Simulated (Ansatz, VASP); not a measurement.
**Al: VASP beside Ansatz**

The input INCAR:

```
SYSTEM = Al
PREC = Accurate
ENCUT = 520
EDIFF = 1E-6
ISMEAR = 0
SIGMA = 0.15
LREAL = .False.
LASPH = .True.
NELM = 80
ALGO = Fast
ISIF = 2
LWAVE = .False.
LCHARG = .False.
GGA = PS
NBANDS = 10
```

File KPOINTS:

```
regular mesh
0
Gamma
  24 24 14
  0 0 0
```

Contents of POSCAR:

```
Al
1.0
    2.7609458485      0.0000000000      0.0000000000
   -1.3804729242      2.3910492433      0.0000000000
    0.0000000000      0.0000000000      4.9415358429
Al
2
Direct
    0.6666666667      0.3333333333      0.7500000000
    0.3333333333      0.6666666667      0.2500000000
```

Input for Ansatz:

```yaml
crystal:
  lattice:
    - [2.7609458485, 0.0, 0.0]
    - [-1.3804729242, 2.3910492433, 0.0]
    - [0.0, 0.0, 4.9415358429]
  atoms:
    - { symbol: Al, position: [0.6666666667, 0.3333333333, 0.75] }
    - { symbol: Al, position: [0.3333333333, 0.6666666667, 0.25] }
basis:
  ecutwfc: 420
kpoints:
  mp_grid: { grid: [24, 24, 14] }
hamiltonian:
  xc: pbesol
scf:
  occupations: { method: gaussian, width: 0.15 }
output:
  forces: true
  stress: true
  eigenvalues: true
```

Alike in both runs: task single point; functional PBEsol; k mesh 24 × 24 × 14; occupations gaussian, width 0.15 eV; no spin polarisation.

|  | VASP | Ansatz |
| --- | --- | --- |
| version | VASP 6.6.1 | Ansatz 0.2.0 |
| potentials or method | VASP PAW PBE potentials, release 64 (Al), cutoff 520 eV | scalar-relativistic, plane waves, PAW |
| valence electrons in the cell | 6 | 6 |

|  | VASP | Ansatz | Ansatz less VASP |
| --- | --- | --- | --- |
| gap on the k mesh at the Fermi level (eV) | none | none | - |
| pressure (GPa) | 0.9 | 0.8 | -0.07 |
| traceless stress, the component that is largest in VASP (GPa) | -3.91 | -3.88 | +0.034 |

VASP's potentials were made for PBE, not for PBEsol. A gap of «none» marks a metal or a gap that the smearing closes.
